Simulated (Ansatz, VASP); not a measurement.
# MgO in VASP and in Ansatz

POSCAR

```
MgO
1.0
    2.0811458410      2.0811458410      0.0000000000
   -2.0811458410      2.0811458410      0.0000000000
    0.0000000000      2.0811458410      2.1154212119
Mg O
1 1
Direct
    0.0000000000      0.0000000000      0.0000000000
    0.5000000000      0.5000000000      0.0000000000
```

INCAR.step1

```
PREC     = Accurate       # precision mode
ENCUT    = 520            # plane-wave cutoff, eV
ISMEAR   = 0              # smearing method
SIGMA    = 0.01           # smearing width, eV
LREAL    = False          # projectors in reciprocal space
LASPH    = True           # aspherical terms in the spheres
NELM     = 100            # most SCF steps
NBANDS   = 11             # bands
GGA      = PE             # functional
ALGO     = Normal         # electronic algorithm
EDIFF    = 1E-4           # SCF threshold, eV
LWAVE    = True           # write WAVECAR
LCHARG   = False          # write CHGCAR
```

File INCAR.step2:

```
PREC     = Accurate       # precision mode
ENCUT    = 520            # plane-wave cutoff, eV
EDIFF    = 1E-6           # SCF threshold, eV
ISMEAR   = 0              # smearing method
SIGMA    = 0.01           # smearing width, eV
LREAL    = False          # projectors in reciprocal space
LASPH    = True           # aspherical terms in the spheres
NELM     = 100            # most SCF steps
ALGO     = Normal         # electronic algorithm
ISIF     = 2              # what is computed and relaxed
LWAVE    = False          # write WAVECAR
LCHARG   = True           # write CHGCAR
METAGGA  = R2SCAN         # meta-GGA
LMIXTAU  = True         
LELF     = True           # ELF
LVHAR    = True         
NBANDS   = 11             # bands
ISTART   = 1
```

Contents of KPOINTS:

```
regular mesh
0
Gamma
  10 10 10
```

Input for Ansatz:

```yaml
crystal:
  lattice:
    - [2.08114584105, 2.08114584105, 0.0]
    - [-2.08114584105, 2.08114584105, 0.0]
    - [0.0, 2.08114584105, 2.1154212119]
  atoms:
    - { symbol: Mg, position: [0.0, 0.0, 0.0] }
    - { symbol: O, position: [0.5, 0.5, 0.0] }
kpoints:
  mp_grid: { grid: [10, 10, 10] }
scf:
  occupations: { method: fixed }
  convergence: { dr2_threshold: 1.0e-10 }
hamiltonian:
  xc: r2scan
  pseudopotentials: { kind: paw }
output:
  forces: true
  stress: true
  eigenstates:
    kpoints:
      - [0.0, 0.0, 0.0]
      - [-0.5, -0.5, -0.5]
      - [-0.5, 0.5, 0.0]
      - [0.0, 0.0, -0.5]
      - [0.0, -0.5, -0.5]
      - [0.0, 0.5, 0.0]
      - [-0.5, 0.0, 0.0]
      - [-0.5, 0.0, -0.5]
  eigenvalues: true
```

Change from the starting cell: film at in-plane strain -0.01.

Alike in both runs: task single point; functional r2SCAN; k mesh 10 × 10 × 10; no spin polarisation.

```csv
,VASP,Ansatz
version,VASP 6.6.1,Ansatz 0.2.0
potentials or method,"VASP PAW PBE potentials, release 64 (Mg, O)","PAW with Ansatz's default frozen-core files, scalar-relativistic"
plane-wave cutoff (eV),520,500
occupations,"gaussian, width 0.01 eV",fixed
valence electrons in the cell,8,16
```

```tsv
	VASP	Ansatz	Ansatz less VASP
gap on the k mesh at the Fermi level (eV)	5.78	5.80	+0.025
pressure (GPa)	1.3	2.5	+1.16
traceless stress, the component that is largest in VASP (GPa)	-2.47	-2.48	-0.005
```

VASP's potentials were made for PBE, not for r2SCAN. VASP's potentials hold 8 valence electrons a cell and Ansatz's 16, so a difference there can come from the potentials and not from the codes.
